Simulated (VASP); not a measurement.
# ScNb (P-6m2) in VASP: further runs

The runs below take ScNb through single point, with PBEsol, PBE.

All numbers are computed with VASP 6.6.1; they aren't measurements. Logs are shortened: lines on timing, memory, paths and dates and some standing lists are left out, and cuts for length are marked.

### 1 The cell of the first run

It takes space group P-6m2 (No. 187, hexagonal). The conventional cell has a = 3.066 Å, b = 3.066 Å, c = 5.072 Å, α = 90.00°, β = 90.00°, γ = 120.00°. Sc (site symmetry -6m2) has 6 Sc at 3.07 Å and 6 Nb at 3.09 Å within 4.0 Å. Within 4.0 Å of Nb (site symmetry -6m2) lie 6 Nb at 3.07 Å and 6 Sc at 3.09 Å.

### 2 Single point, PBEsol

Contents of INCAR:

```
SYSTEM = ScNb
PREC     = Accurate       ! precision mode
ENCUT    = 520            ! plane-wave cutoff, eV
EDIFF    = 1E-7           ! SCF threshold, eV
ISMEAR   = 0              ! smearing method
SIGMA    = 0.1            ! smearing width, eV
LREAL    = .FALSE.        ! projectors in reciprocal space
LASPH    = .TRUE.         ! aspherical terms in the spheres
NELM     = 60             ! most SCF steps
ALGO     = Normal         ! electronic algorithm
ISIF     = 2              ! what is computed and relaxed
LWAVE    = .FALSE.        ! write WAVECAR
LCHARG   = .FALSE.        ! write CHGCAR
GGA      = PS             ! functional
NBANDS   = 19             ! bands
```

Contents of KPOINTS:

```
Automatic mesh
0
G
  6 6 4
  0 0 0
```

Contents of POSCAR:

```
ScNb
1.0
    3.0656443612      0.0000000000      0.0000000000
   -1.5328221806      2.6549258957      0.0000000000
    0.0000000000      0.0000000000      5.0721940000
Sc Nb
1 1
Direct
    0.0000000000      0.0000000000      0.0000000000
    0.3333333300      0.6666666700      0.5000000000
```

Potentials or basis: VASP PAW PBE potentials, release 64 (Sc_sv, Nb_sv).

The run is started by

```bash
cat potpaw_PBE.64/Sc_sv/POTCAR potpaw_PBE.64/Nb_sv/POTCAR > POTCAR
mpirun -np 1 vasp_std > vasp.out
```

OUTCAR:

```text
SYSTEM = ScNb
   PREC = Accurate
   ENCUT = 520
   EDIFF = 1E-7
   ISMEAR = 0
   LREAL = .FALSE.
   LASPH = .TRUE.
   NELM = 60
   ISIF = 2
   GGA = PS

 ion  position               nearest neighbor table
   1  0.000  0.000  0.000-   2 3.09   2 3.09   2 3.09   2 3.09   2 3.09   2 3.09
   2  0.333  0.667  0.500-   1 3.09   1 3.09   1 3.09   1 3.09   1 3.09   1 3.09

  LATTYP: Found a hexagonal cell.
 ALAT       =     3.0656443612
 C/A-ratio  =     1.6545278585

  Lattice vectors:

 A1 = (   3.0656443612,   0.0000000000,   0.0000000000)
 A2 = (  -1.5328221806,   2.6549258957,   0.0000000000)
 A3 = (   0.0000000000,   0.0000000000,   5.0721940000)

Analysis of symmetry for initial positions (statically):
=====================================================================
 Subroutine PRICEL returns:
 Original cell was already a primitive cell.

 Routine SETGRP: Setting up the symmetry group for a
 hexagonal supercell.

 Subroutine GETGRP returns: Found 12 space group operations
 (whereof 12 operations were pure point group operations)
 out of a pool of 24 trial point group operations.

The static configuration has the point symmetry D_3h.

Analysis of symmetry for dynamics (positions and initial velocities):
=====================================================================
 Subroutine PRICEL returns:
 Original cell was already a primitive cell.

 Routine SETGRP: Setting up the symmetry group for a
 hexagonal supercell.

 Subroutine GETGRP returns: Found 12 space group operations
 (whereof 12 operations were pure point group operations)
 out of a pool of 24 trial point group operations.

The dynamic configuration has the point symmetry D_3h.

 Subroutine INISYM returns: Found 12 space group operations
 (whereof 12 operations are pure point group operations),
 and found     1 'primitive' translations

----------------------------------------------------------------------------------------

                                     Primitive cell

  volume of cell :      41.2829

  direct lattice vectors                    reciprocal lattice vectors
     3.065644361  0.000000000  0.000000000     0.326195697  0.188329174  0.000000000
    -1.532822181  2.654925896  0.000000000     0.000000000  0.376658347  0.000000000
     0.000000000  0.000000000  5.072194000     0.000000000  0.000000000  0.197153342

  length of vectors
     3.065644361  3.065644361  5.072194000     0.376658347  0.376658347  0.197153342

  position of ions in fractional coordinates (direct lattice)
     0.000000000  0.000000000  0.000000000
     0.333333330  0.666666670  0.500000000

  ion indices of the primitive-cell ions
   primitive index   ion index
                 1           1
                 2           2

----------------------------------------------------------------------------------------

 KPOINTS: Automatic mesh

Automatic generation of k-mesh.
 Grid dimensions read from file:
 generate k-points for:    6    6    4

 Generating k-lattice:

  Cartesian coordinates                     Fractional coordinates (reciprocal lattice)
     0.054365950  0.031388196  0.000000000     0.166666667 -0.000000000  0.000000000
     0.000000000  0.062776391  0.000000000     0.000000000  0.166666667  0.000000000
     0.000000000  0.000000000  0.049288336     0.000000000  0.000000000  0.250000000

  Length of vectors
     0.062776391  0.062776391  0.049288336

  Shift w.r.t. Gamma in fractional coordinates (k-lattice)
     0.000000000  0.000000000  0.000000000

 Subroutine IBZKPT returns following result:
 ===========================================

 Found     21 irreducible k-points:

 Following reciprocal coordinates:
            Coordinates               Weight
  0.000000  0.000000  0.000000      1.000000
  0.166667 -0.000000  0.000000      6.000000
  0.333333 -0.000000  0.000000      6.000000
  0.500000 -0.000000  0.000000      3.000000
  0.166667  0.166667  0.000000      6.000000
  0.333333  0.166667  0.000000     12.000000
[... 13 lines left out ...]
  0.333333  0.166667  0.500000     12.000000
  0.333333  0.333333  0.500000      2.000000
   k-points           NKPTS =     21   k-points in BZ     NKDIM =     21   number of bands    NBANDS=     19
   number of dos      NEDOS =    301   number of ions     NIONS =      2
   total plane-waves  NPLWV =  23040
   dimension x,y,z NGX =    24 NGY =   24 NGZ =   40
   dimension x,y,z NGXF=    48 NGYF=   48 NGZF=   80
   ions per type =               1   1
   NGX,Y,Z   is equivalent  to a cutoff of  13.01, 13.01, 13.11 a.u.
   NGXF,Y,Z  is equivalent  to a cutoff of  26.03, 26.03, 26.22 a.u.
 SYSTEM =  ScNb
   PREC   = accura    normal or accurate (medium, high low for compatibility)
   ISTART =      0    job   : 0-new  1-cont  2-samecut
   ICHARG =      2    charge: 1-file 2-atom 10-const
   ISPIN  =      1    spin polarized calculation?
   LNONCOLLINEAR =      F non collinear calculations
   LSORBIT =      F    spin-orbit coupling
   LASPH  =      T    aspherical Exc in radial PAW
   ENCUT  =  520.0 eV  38.22 Ry    6.18 a.u.   5.70  5.70  9.43*2*pi/ulx,y,z
   NELM   =     60;   NELMIN=  2; NELMDL= -5     # of ELM steps
   EDIFF  = 0.1E-06   stopping-criterion for ELM
   LREAL  =      F    real-space projection
   EDIFFG = 0.1E-05   stopping-criterion for IOM
   NSW    =      0    number of steps for IOM
   IBRION =     -1    ionic relax: 0-MD 1-quasi-New 2-CG
   NFREE  =      0    steps in history (QN), initial steepest desc. (CG)
   ISIF   =      2    stress and relaxation
   ISYM   =      2    0-nonsym 1-usesym 2-fastsym
   POTIM  = 0.5000    time-step for ionic-motion
   TEBEG  =    0.0;   TEEND  =   0.0 temperature during run
   PSTRESS=    0.0 pullay stress
   NELECT =      24.0000    total number of electrons
   NUPDOWN=      -1.0000    fix difference up-down
   EMIN   =  10.00;   EMAX   =-10.00  energy-range for DOS
   EFERMI =   0.00;   METHOD = LEGACY
   ISMEAR =     0;   SIGMA  =   0.10  broadening in eV -4-tet -1-fermi 0-gaus
   EFERMI_NEDOS =   21; number of points for ismear=-14 and -15
   IALGO  =     38    algorithm
   IMIX   =      4    mixing-type and parameters
     AMIX     =   0.40;   BMIX     =  1.00
     AMIX_MAG =   1.60;   BMIX_MAG =  1.00
  volume/ion in A,a.u.               =      20.64       139.30
  Fermi-wavevector in a.u.,A,eV,Ry     =   1.366329  2.581987 25.400097  1.866854
  Thomas-Fermi vector in A             =   2.492479
   LORBIT       =      0    0 simple, 1 ext, 2 COOP (PROOUT), +10 PAW based schemes
   GGA     = PS    functional components
   LHFCALC =     F    Hartree Fock is set to
   AEXX    =    0.0000 exact exchange contribution
   IVDW    =     0    specifies the selected vdW correction
   LEPSILON=     F    determine dielectric tensor
   LRPA    =     F    only Hartree local field effects (RPA)
 non-spin polarized calculation
 Gauss-broadening in eV      SIGMA  =   0.10
  energy-cutoff  :      520.00
  volume of cell :       41.28
 maximum number of plane-waves:      1128
 NGX is ok and might be reduce to    24
   NGX = 11   NGY = 11   NGZ = 19

 number of electron      24.0000000 magnetization

 Free energy of the ion-electron system (eV)
  ---------------------------------------------------
  ext. energy  EPLUGINS =         0.00000000
  ---------------------------------------------------
  free energy    TOTEN  =       -17.09765567 eV

  energy without entropy =      -17.08673565  energy(sigma->0) =      -17.09219566

 E-fermi :   7.0793     XC(G=0): -11.3407

 val. band max:        7.0319270911   @ k =   0.3333   0.1667   0.5000
 cond. band min:       7.0899593028   @ k =   0.1667  -0.0000   0.5000
 fundamental gap:      0.0580322117
 Fermi energy:         7.0792920170

 k-point     1 :       0.0000    0.0000    0.0000
  band No.  band energies     occupation
      1     -47.5396      2.00000
      2     -41.7016      2.00000
      3     -23.7221      2.00000
      4     -23.1857      2.00000
      5     -23.1857      2.00000
      6     -20.4013      2.00000
[... 11 lines left out ...]
     18       9.2990      0.00000
     19      11.2466      0.00000

 k-point     2 :       0.1667   -0.0000    0.0000
  band No.  band energies     occupation
      1     -47.5168      2.00000
      2     -41.6798      2.00000
      3     -23.6874      2.00000
      4     -23.3665      2.00000
      5     -23.2278      2.00000
      6     -20.3908      2.00000
[... 11 lines left out ...]
     18       9.7160      0.00000
     19      11.4417      0.00000

 k-point     3 :       0.3333   -0.0000    0.0000
  band No.  band energies     occupation
      1     -47.4707      2.00000
      2     -41.6360      2.00000
      3     -23.7159      2.00000
      4     -23.6172      2.00000
      5     -23.3108      2.00000
      6     -20.5817      2.00000
[... 11 lines left out ...]
     18      11.0136      0.00000
     19      11.6233      0.00000

 k-point     4 :       0.5000   -0.0000    0.0000
  band No.  band energies     occupation
      1     -47.4475      2.00000
      2     -41.6140      2.00000
      3     -23.8851      2.00000
      4     -23.5817      2.00000
      5     -23.3518      2.00000
      6     -20.7185      2.00000
[... 11 lines left out ...]
     18      11.9138      0.00000
     19      12.5713      0.00000

 k-point     5 :       0.1667    0.1667    0.0000
  band No.  band energies     occupation
      1     -47.4823      2.00000
      2     -41.6470      2.00000
      3     -23.6348      2.00000
      4     -23.5964      2.00000
      5     -23.3256      2.00000
      6     -20.4848      2.00000
[... 11 lines left out ...]
     18      10.8495      0.00000
     19      11.4202      0.00000
[... 268 lines left out ...]
      2     -41.6140      2.00000
      3     -23.8939      2.00000
      4     -23.5903      2.00000
      5     -23.3501      2.00000
      6     -20.7015      2.00000
[... 11 lines left out ...]
     18      11.8049      0.00000
     19      11.8335      0.00000

 k-point    19 :       0.1667    0.1667    0.5000
  band No.  band energies     occupation
      1     -47.4821      2.00000
      2     -41.6475      2.00000
      3     -23.6256      2.00000
      4     -23.6023      2.00000
      5     -23.3249      2.00000
      6     -20.4756      2.00000
[... 11 lines left out ...]
     18      10.9987      0.00000
     19      11.3099      0.00000

 k-point    20 :       0.3333    0.1667    0.5000
  band No.  band energies     occupation
      1     -47.4474      2.00000
      2     -41.6140      2.00000
      3     -23.8051      2.00000
      4     -23.5897      2.00000
      5     -23.4459      2.00000
      6     -20.6332      2.00000
[... 11 lines left out ...]
     18      11.5023      0.00000
     19      12.6308      0.00000

 k-point    21 :       0.3333    0.3333    0.5000
  band No.  band energies     occupation
      1     -47.4358      2.00000
      2     -41.6028      2.00000
      3     -23.6892      2.00000
      4     -23.6742      2.00000
      5     -23.5772      2.00000
      6     -20.5468      2.00000
[... 11 lines left out ...]
     18      11.4108      0.00000
     19      14.4342      0.00000

------------------------ aborting loop because EDIFF is reached ----------------------------------------

  FORCE on cell =-STRESS in cart. coord.  units (eV):
  Direction    XX          YY          ZZ          XY          YZ          ZX
  --------------------------------------------------------------------------------------
  -------------------------------------------------------------------------------------
  Total       -1.2482272     -1.2482272     -0.8687426     -0.0000000      0.0000000     -0.0000000
  in kB      -48.4433512    -48.4433512    -33.7156604     -0.0000000      0.0000000     -0.0000000
  external PRESSURE =     -43.5341210 kB  Pullay stress =       0.0000000 kB

 VOLUME and BASIS-vectors are now :
 -----------------------------------------------------------------------------
  energy-cutoff  :      520.00
  volume of cell :       41.28
      direct lattice vectors                 reciprocal lattice vectors
     3.065644361  0.000000000  0.000000000     0.326195697  0.188329174  0.000000000
    -1.532822181  2.654925896  0.000000000     0.000000000  0.376658347  0.000000000
     0.000000000  0.000000000  5.072194000     0.000000000  0.000000000  0.197153342

 POSITION                                       TOTAL-FORCE (eV/Angst)
 -----------------------------------------------------------------------------------
      0.00000      0.00000      0.00000        -0.000000      0.000000      0.000000
     -0.00000      1.76995      2.53610         0.000000     -0.000000      0.000000
 -----------------------------------------------------------------------------------
    total drift:                                0.000029     -0.000017     -0.000000

  FREE ENERGIE OF THE ION-ELECTRON SYSTEM (eV)
  ---------------------------------------------------
  free  energy   TOTEN  =       -17.0976556679 eV

  energy  without entropy=      -17.0867356475  energy(sigma->0) =      -17.09219566
```

It took 18 s on 1 thread of AMD EPYC 7R13 (Zen 3), shared host; peak memory 0.13 GiB.

Results:

| Quantity | Value |
| --- | --- |
| Free energy | -17.0977 eV |
| Pressure | -4.4 GPa |
| Band gap on the k mesh | zero (band 12 reaches 7.67 eV, above the bottom of band 13 at 6.70 eV) |

Stress tensor (GPa, compression positive):
```
-4.84  0.00  0.00
 0.00 -4.84  0.00
 0.00  0.00 -3.37
```

Caveat: the k points lie up to 0.39 Å⁻¹ apart; the PAW data sets were made with another functional, which shifts forces and pressure a little.

### 3 Single point, PBE (functional PBE, strained)

Contents of INCAR:

```
  ALGO = Normal
  EDIFF = 1E-6
  ENCUT = 520
  GGA = PE
  ISIF = 2
  ISMEAR = 0
  LASPH = T
  LCHARG = F
  LREAL = F
  LWAVE = F
  NBANDS = 19
  NELM = 100
  PREC = Accurate
  SIGMA = 0.1
```

Contents of KPOINTS:

```
k-points
0
Gamma
  15 15 8
```

Contents of POSCAR:

```
ScNb
1.0
    3.1141735114      0.0000000000      0.0000000000
   -1.5570867557      2.6969533726      0.0000000000
    0.0000000000      0.0000000000      5.4568184710
Sc Nb
1 1
Direct
    0.0000000000      0.0000000000      0.0000000000
    0.3333333300      0.6666666700      0.5000000000
```

Potentials or basis: VASP PAW PBE potentials, release 64 (Sc_sv, Nb_sv).

The run is started by

```bash
cat potpaw_PBE.64/Sc_sv/POTCAR potpaw_PBE.64/Nb_sv/POTCAR > POTCAR
mpirun -np 1 vasp_std > vasp.out
```

OUTCAR:

```text
EDIFF = 1E-6
   ENCUT = 520
   GGA = PE
   ISIF = 2
   ISMEAR = 0
   LASPH = T
   LREAL = F
   NELM = 100
   PREC = Accurate

 ion  position               nearest neighbor table
   1  0.000  0.000  0.000-
   2  0.333  0.667  0.500-

  LATTYP: Found a hexagonal cell.
 ALAT       =     3.1141735114
 C/A-ratio  =     1.7522525482

  Lattice vectors:

 A1 = (   3.1141735114,   0.0000000000,   0.0000000000)
 A2 = (  -1.5570867557,   2.6969533726,   0.0000000000)
 A3 = (   0.0000000000,   0.0000000000,   5.4568184710)

Analysis of symmetry for initial positions (statically):
=====================================================================
 Subroutine PRICEL returns:
 Original cell was already a primitive cell.

 Routine SETGRP: Setting up the symmetry group for a
 hexagonal supercell.

 Subroutine GETGRP returns: Found 12 space group operations
 (whereof 12 operations were pure point group operations)
 out of a pool of 24 trial point group operations.

The static configuration has the point symmetry D_3h.

[... 149 lines left out ...]
   NGX = 11   NGY = 11   NGZ = 21

 number of electron      24.0000002 magnetization

 Free energy of the ion-electron system (eV)
  ---------------------------------------------------
  ext. energy  EPLUGINS =         0.00000000
  ---------------------------------------------------
  free energy    TOTEN  =       -15.88841161 eV

  energy without entropy =      -15.87847347  energy(sigma->0) =      -15.88344254

 E-fermi :   6.2280     XC(G=0): -10.7344

 val. band max:        6.2279467099   @ k =   0.2667   0.2000   0.5000
 cond. band min:       6.2428570442   @ k =   0.1333   0.1333   0.5000
 fundamental gap:      0.0149103343
 Fermi energy:         6.2279738686

 k-point     1 :       0.0000    0.0000    0.0000
  band No.  band energies     occupation
      1     -48.6550      2.00000
      2     -43.0991      2.00000
      3     -24.7408      2.00000
      4     -24.3115      2.00000
      5     -24.3115      2.00000
      6     -21.6991      2.00000
[... 505 lines left out ...]
      6     -21.8981      2.00000
[... 11 lines left out ...]
     18       9.9229      0.00000
     19      11.8520      0.00000

 [... further k-points ...]
[... 5 lines left out ...]
  --------------------------------------------------------------------------------------
  -------------------------------------------------------------------------------------
  Total       -1.9536174     -1.9536174     -3.7290514      0.0000000     -0.0000000      0.0000000
  in kB      -68.2958552    -68.2958552   -130.3626563      0.0000000     -0.0000000      0.0000000
  external PRESSURE =     -88.9847889 kB  Pullay stress =       0.0000000 kB

 VOLUME and BASIS-vectors are now :
 -----------------------------------------------------------------------------
  energy-cutoff  :      520.00
  volume of cell :       45.83
      direct lattice vectors                 reciprocal lattice vectors
     3.114173511  0.000000000  0.000000000     0.321112487  0.185394381  0.000000000
    -1.557086756  2.696953373  0.000000000     0.000000000  0.370788761  0.000000000
     0.000000000  0.000000000  5.456818471     0.000000000  0.000000000  0.183256967

 POSITION                                       TOTAL-FORCE (eV/Angst)
 -----------------------------------------------------------------------------------
      0.00000      0.00000      0.00000        -0.000000     -0.000000      0.000000
     -0.00000      1.79797      2.72841         0.000000      0.000000      0.000000
 -----------------------------------------------------------------------------------
    total drift:                                0.000030     -0.000017     -0.000000

  FREE ENERGIE OF THE ION-ELECTRON SYSTEM (eV)
  ---------------------------------------------------
  free  energy   TOTEN  =       -15.8884116103 eV

  energy  without entropy=      -15.8784734725  energy(sigma->0) =      -15.88344254
```

OSZICAR:

```text
N       E                     dE             d eps       ncg     rms          rms(c)
DAV:   1     0.263510670464E+03    0.26351E+03   -0.12071E+04  5138   0.133E+03
DAV:   2     0.423120652290E+01   -0.25928E+03   -0.25528E+03  5173   0.476E+02
DAV:   3    -0.157964888248E+02   -0.20028E+02   -0.19358E+02  9669   0.114E+02
DAV:   4    -0.171321563564E+02   -0.13357E+01   -0.13119E+01  7370   0.231E+01
DAV:   5    -0.172287680707E+02   -0.96612E-01   -0.96464E-01  9459   0.520E+00    0.787E+00
DAV:   6    -0.162053405623E+02    0.10234E+01   -0.50891E+00  7255   0.179E+01    0.351E+00
DAV:   7    -0.161441212918E+02    0.61219E-01   -0.53303E+00  8908   0.926E+00    0.303E+00
DAV:   8    -0.158906303634E+02    0.25349E+00   -0.13554E+00  7880   0.629E+00    0.108E+00
DAV:   9    -0.158885290646E+02    0.21013E-02   -0.26841E-02  8233   0.164E+00    0.107E-01
DAV:  10    -0.158884064704E+02    0.12259E-03   -0.24342E-03  9574   0.300E-01    0.451E-02
DAV:  11    -0.158884181910E+02   -0.11721E-04   -0.54395E-05  7322   0.708E-02    0.217E-02
DAV:  12    -0.158884129513E+02    0.52397E-05   -0.28912E-05  8517   0.563E-02    0.513E-03
DAV:  13    -0.158884116818E+02    0.12696E-05   -0.31357E-06  5331   0.128E-02    0.235E-03
DAV:  14    -0.158884116103E+02    0.71505E-07   -0.61380E-07  3769   0.851E-03
   1 F= -.15888412E+02 E0= -.15883443E+02  d E =-.993814E-02
```

stdout:

```text
POSCAR found type information on POSCAR ScNb
 POSCAR found :  2 types and       2 ions
 scaLAPACK will be used
 LDA part: xc-table for (Slater+PW92), standard interpolation
 POSCAR, INCAR and KPOINTS ok, starting setup
 FFT: planning ... GRIDC
 FFT: planning ... GRID_SOFT
 FFT: planning ... GRID
 WAVECAR not read
 entering main loop
```

It took 43 s on 1 thread of Intel Xeon Platinum 8559C (Emerald Rapids), shared host; peak memory 0.25 GiB.

What came out:

```yaml
Free_energy: -15.8884 eV
Pressure: -8.9 GPa
Band_gap_on_the_k_mesh: zero (band 12 reaches 6.83 eV, above the bottom of band 13 at 5.87 eV)
```

Caveat: the cell differs from its parent crystal (functional PBE, strained).
